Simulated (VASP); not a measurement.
# Eu (Im-3m) in VASP: single point with r2SCAN

Aim: the single point of Eu with r2SCAN.

Everything below comes from runs of VASP 6.6.1. Logs are shortened: lines on timing, memory, paths and dates and some standing lists are left out, and cuts for length are marked.

### 1 The cell of the first run

Symmetry: Im-3m, No. 229, cubic system. Conventional cell: a = 4.524 Å, b = 4.524 Å, c = 4.524 Å, α = 90.00°, β = 90.00°, γ = 90.00°. Within 5.1 Å of Eu (site symmetry m-3m) lie 14 Eu at 3.92 to 4.52 Å.

### 2 Single point, r2SCAN, collinear spin, ferromagnetic start

Input file POSCAR:

```
Eu
1.0
   -4.5239998800      4.5239998800      4.5239998800
    2.2619999400     -2.2619999400      2.2619999400
    2.2619999400      2.2619999400     -2.2619999400
Eu
2
Direct
    0.0000000000      0.0000000000      0.0000000000
    0.5000000000      0.0000000000      0.0000000000
```

Input file INCAR.step1:

```
ALGO = Normal
EDIFF = 1E-4
ENCUT = 520
GGA = PE
ISMEAR = 1
ISPIN = 2
LASPH = T
LCHARG = F
LMAXMIX = 6
LREAL = F
LWAVE = T
MAGMOM = 7 7
NBANDS = 28
NELM = 150
PREC = Accurate
SIGMA = 0.0776
```

Input file INCAR.step2:

```
ALGO = Normal
EDIFF = 1E-6
ENCUT = 520
ISIF = 2
ISMEAR = 1
ISPIN = 2
ISTART = 1
LASPH = T
LCHARG = F
LMAXMIX = 6
LMIXTAU = T
LORBIT = 11
LREAL = F
LWAVE = F
MAGMOM = 7 7
METAGGA = R2SCAN
NBANDS = 28
NELM = 150
PREC = Accurate
SIGMA = 0.0776
```

Input file KPOINTS:

```
k-points
0
Gamma
  4 8 8
```

Potentials or basis: VASP PAW PBE potentials, release 64 (Eu).

Started as:

```bash
cat potpaw_PBE.64/Eu/POTCAR > POTCAR
cp INCAR.step1 INCAR
mpirun -np 1 vasp_std > vasp.out
cp INCAR.step2 INCAR
mpirun -np 1 vasp_std > vasp.out
```

OUTCAR:

```text
EDIFF = 1E-6
   ENCUT = 520
   ISIF = 2
   ISMEAR = 1
   ISPIN = 2
   ISTART = 1
   LASPH = T
   LORBIT = 11
   LREAL = F
   METAGGA = R2SCAN
   NELM = 150
   PREC = Accurate

 ion  position               nearest neighbor table
   1  0.000  0.000  0.000-
   2  0.500  0.000  0.000-

  LATTYP: Found a base centered orthorhombic cell.
 ALAT       =     4.5239998800
 B/A-ratio  =     1.4142135624
 C/A-ratio  =     1.4142135624

  Lattice vectors:

 A1 = (   2.2619999400,  -2.2619999400,   2.2619999400)
 A2 = (   2.2619999400,   2.2619999400,  -2.2619999400)
 A3 = (   0.0000000000,   4.5239998800,   4.5239998800)

Analysis of symmetry for initial positions (statically):
=====================================================================
 Subroutine PRICEL returns following result:

  LATTYP: Found a body centered cubic cell.
 ALAT       =     4.5239998800
[... 12 lines left out ...]
 Subroutine GETGRP returns: Found  8 space group operations
 (whereof  8 operations were pure point group operations)
 out of a pool of  8 trial point group operations.

The static configuration has the point symmetry D_2h.

Analysis of symmetry for dynamics (positions and initial velocities):
=====================================================================
 Subroutine PRICEL returns following result:

  LATTYP: Found a body centered cubic cell.
 ALAT       =     4.5239998800
[... 12 lines left out ...]
 Subroutine GETGRP returns: Found  8 space group operations
 (whereof  8 operations were pure point group operations)
 out of a pool of  8 trial point group operations.

The dynamic configuration has the point symmetry D_2h.

Analysis of structural, dynamic, and magnetic symmetry:
=====================================================================
 Subroutine PRICEL returns following result:

  LATTYP: Found a body centered cubic cell.
 ALAT       =     4.5239998800
[... 12 lines left out ...]
 Subroutine GETGRP returns: Found  8 space group operations
 (whereof  8 operations were pure point group operations)
 out of a pool of  8 trial point group operations.

The overall configuration has the point symmetry D_2h.

 Subroutine INISYM returns: Found  8 space group operations
 (whereof  8 operations are pure point group operations),
 and found     2 'primitive' translations

----------------------------------------------------------------------------------------

                                     Primitive cell

  volume of cell :      46.2954
[... 110 lines left out ...]
  Thomas-Fermi vector in A             =   2.308748
   LORBIT       =     11    0 simple, 1 ext, 2 COOP (PROOUT), +10 PAW based schemes
   METAGGA = R2SCAN    functional components
   LHFCALC =     F    Hartree Fock is set to
   AEXX    =    0.0000 exact exchange contribution
   IVDW    =     0    specifies the selected vdW correction
   LEPSILON=     F    determine dielectric tensor
   LRPA    =     F    only Hartree local field effects (RPA)
 spin polarized calculation
 Methfessel and Paxton  Order N= 1 SIGMA  =   0.08
  energy-cutoff  :      520.00
  volume of cell :       92.59
 maximum number of plane-waves:      2520
 NGX is ok and might be reduce to    60
   NGX = 29   NGY = 15   NGZ = 15

 number of electron      33.9999996 magnetization      15.5258047

 Free energy of the ion-electron system (eV)
  ---------------------------------------------------
  ext. energy  EPLUGINS =         0.00000000
  ---------------------------------------------------
  free energy    TOTEN  =       -79.30476786 eV

  energy without entropy =      -79.30516248  energy(sigma->0) =      -79.30489940

 E-fermi :   1.7745     XC(G=0):  -8.8775

 val. band max:        1.7702652289   @ k =   0.2500   0.5000   0.5000
 cond. band min:       1.7788672386   @ k =  -0.2500   0.1250   0.1250
 fundamental gap:      0.0086020097
 Fermi energy:         1.7745451107

 spin component 1

 k-point     1 :       0.0000    0.0000    0.0000
  band No.  band energies     occupation
      1     -41.4313      1.00000
      2     -41.4073      1.00000
      3     -19.7792      1.00000
      4     -19.5520      1.00000
      5     -19.4482      1.00000
      6     -19.4459      1.00000
[... 733 lines left out ...]
     27       2.6488     -0.00000
     28       2.6622     -0.00000

 [... further k-points ...]

 spin component 2

 k-point     1 :       0.0000    0.0000    0.0000
  band No.  band energies     occupation
      1     -37.6577      1.00000
      2     -37.6248      1.00000
      3     -17.1440      1.00000
      4     -16.8590      1.00000
      5     -16.7210      1.00000
      6     -16.7205      1.00000
[... 733 lines left out ...]
     27       7.7871      0.00000
     28       7.8164      0.00000

 [... further k-points ...]

------------------------ aborting loop because EDIFF is reached ----------------------------------------

  FORCE on cell =-STRESS in cart. coord.  units (eV):
  Direction    XX          YY          ZZ          XY          YZ          ZX
  --------------------------------------------------------------------------------------
  -------------------------------------------------------------------------------------
  Total       -0.5893912     -0.5893778     -0.5893778      0.0000000      0.0000239      0.0000000
  in kB      -10.1987384    -10.1985064    -10.1985064      0.0000000      0.0004143      0.0000000
  external PRESSURE =     -10.1985837 kB  Pullay stress =       0.0000000 kB

 VOLUME and BASIS-vectors are now :
 -----------------------------------------------------------------------------
  energy-cutoff  :      520.00
  volume of cell :       92.59
      direct lattice vectors                 reciprocal lattice vectors
    -4.523999880  4.523999880  4.523999880     0.000000000  0.110521665  0.110521665
     2.261999940 -2.261999940  2.261999940     0.221043330  0.000000000  0.221043330
     2.261999940  2.261999940 -2.261999940     0.221043330  0.221043330  0.000000000

 POSITION                                       TOTAL-FORCE (eV/Angst)
 -----------------------------------------------------------------------------------
      0.00000      0.00000      0.00000        -0.000000      0.000000      0.000000
     -2.26200      2.26200      2.26200         0.000000     -0.000000     -0.000000
 -----------------------------------------------------------------------------------
    total drift:                               -0.000000     -0.000000      0.000000

  FREE ENERGIE OF THE ION-ELECTRON SYSTEM (eV)
  ---------------------------------------------------
  free  energy   TOTEN  =       -79.3047678640 eV

  energy  without entropy=      -79.3051624761  energy(sigma->0) =      -79.30489940

 total charge

# of ion       s       p       d       f       tot
--------------------------------------------------
    1        2.078   5.767   0.247   6.693  14.785
    2        2.078   5.767   0.247   6.693  14.785
--------------------------------------------------
tot          4.156  11.534   0.494  13.387  29.570

 magnetization (x)

# of ion       s       p       d       f       tot
--------------------------------------------------
    1       -0.011  -0.151   0.175   6.693   6.706
    2       -0.011  -0.151   0.175   6.693   6.706
--------------------------------------------------
tot         -0.022  -0.303   0.351  13.385  13.411
```

OSZICAR.step1:

```text
N       E                     dE             d eps       ncg     rms          rms(c)
DAV:   1     0.296264562590E+03    0.29626E+03   -0.12146E+04  7604   0.520E+03
DAV:   2     0.645960269601E+02   -0.23167E+03   -0.19784E+03  8424   0.342E+02
DAV:   3    -0.829504288258E+01   -0.72891E+02   -0.70764E+02  9776   0.208E+02
DAV:   4    -0.170835644503E+02   -0.87885E+01   -0.86700E+01 12040   0.660E+01
DAV:   5    -0.181204734379E+02   -0.10369E+01   -0.10305E+01 11648   0.183E+01    0.413E+01
DAV:   6    -0.252495420225E+02   -0.71291E+01   -0.66726E+00 10396   0.232E+01    0.280E+01
DAV:   7    -0.229547882456E+02    0.22948E+01   -0.30324E+00 10160   0.321E+01    0.180E+01
DAV:   8    -0.228843712726E+02    0.70417E-01   -0.14283E+00  9028   0.266E+01    0.737E+00
DAV:   9    -0.228275606315E+02    0.56811E-01   -0.36656E-01 10760   0.134E+01    0.609E+00
DAV:  10    -0.228406738491E+02   -0.13113E-01   -0.13561E-01 11824   0.372E+00    0.545E+00
DAV:  11    -0.228426828062E+02   -0.20090E-02   -0.14980E-02 11188   0.654E-01    0.426E+00
DAV:  12    -0.228385604571E+02    0.41223E-02   -0.58070E-03 10620   0.167E+00    0.262E+00
DAV:  13    -0.228377836710E+02    0.77679E-03   -0.10481E-02 11252   0.221E+00    0.359E-01
DAV:  14    -0.228382655261E+02   -0.48186E-03   -0.25292E-03 10524   0.555E-01    0.867E-01
DAV:  15    -0.228381888441E+02    0.76682E-04   -0.33064E-04  8084   0.320E-01
   1 F= -.22838189E+02 E0= -.22838341E+02  d E =0.457393E-03  mag=    14.4807
```

It took 25 min on 1 thread of Intel Xeon 8259CL, shared host; peak memory 0.44 GiB.

Results:

```
Free energy                                           : -79.3048 eV
Pressure                                              : -1.0 GPa
Net moment                                            : 15.53 μB per cell
Site moments                                          : Eu +6.71 μB
Valence electrons inside the program's atomic spheres : Eu 14.79
```

Caveat: the PAW data sets were made with another functional, which shifts forces and pressure a little; spin-orbit coupling is left out, which moves the levels of the heavy elements; semilocal functionals describe open f shells poorly, which spoils levels, moments and volumes.
